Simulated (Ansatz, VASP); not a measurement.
**Two plane-wave programs on Ga3Sb**

```
Ga Sb
1.0
    -2.18536    2.18536    4.02193
     2.18536   -2.18536    4.02193
     2.18536    2.18536   -4.02193
Ga Sb
3 1
Direct
  0.75000 0.25000 0.50000
  0.25000 0.75000 0.50000
  0.50000 0.50000 0.00000
  0.00000 0.00000 0.00000
```

Alike in both runs: task single point; functional PBE; dispersion D3(BJ); k mesh 14 × 14 × 14; occupations gaussian, width 0.15 eV; no spin polarisation.

|  | VASP | Ansatz |
| --- | --- | --- |
| version | VASP 6.6.1 | Ansatz 0.2.0 |
| potentials or method | VASP PAW PBE potentials, release 64 (Ga_d, Sb), cutoff 520 eV | scalar-relativistic, plane waves, PAW |
| valence electrons in the cell | 44 | 54 |

```csv
,VASP,Ansatz,Ansatz less VASP
gap on the k mesh at the Fermi level (eV),none,none,-
pressure (GPa),5.3,5.3,-0.06
"traceless stress, the component that is largest in VASP (GPa)",-0.23,-0.24,-0.013
```

A gap of «none» marks a metal or a gap that the smearing closes. VASP's potentials hold 44 valence electrons a cell and Ansatz's 54, so a difference there can come from the potentials and not from the codes.

Neither program's run includes spin-orbit coupling.
